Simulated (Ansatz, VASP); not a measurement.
**One calculation of Si3Sn, two programs**

```
Si Sn
1.0
     4.19189    0.00000    0.00000
     0.00000    4.19189    0.00000
     0.00000    0.00000    4.19189
Si Sn
3 1
Direct
  0.50000 0.00000 0.50000
  0.00000 0.50000 0.50000
  0.50000 0.50000 0.00000
  0.00000 0.00000 0.00000
```

Alike in both runs: task relaxation of cell and atoms; functional PBE; k mesh 12 × 12 × 12; occupations gaussian, width 0.1 eV; no spin polarisation.

```csv
,VASP,Ansatz
version,VASP 6.6.1,Ansatz 0.2.0
potentials or method,"VASP PAW PBE potentials, release 64 (Si, Sn_d), cutoff 600 eV","scalar-relativistic, plane waves, PAW"
valence electrons in the cell,26,26
```

Ansatz gave:

```
gap on the k mesh at the Fermi level, each at its own relaxed structure (eV) : none
relaxed volume (Å³/atom)                                                     : 18.57
relaxed length of the cell vector where the two differ most in proportion (Å)              : 4.204
```

**Question.** Which values does VASP return?

**Answer.** gap on the k mesh at the Fermi level, each at its own relaxed structure (eV): none; relaxed volume (Å³/atom): 18.58; relaxed length of the cell vector where the two differ most in proportion (Å): 4.204.

A gap of «none» marks a metal or a gap that the smearing closes.
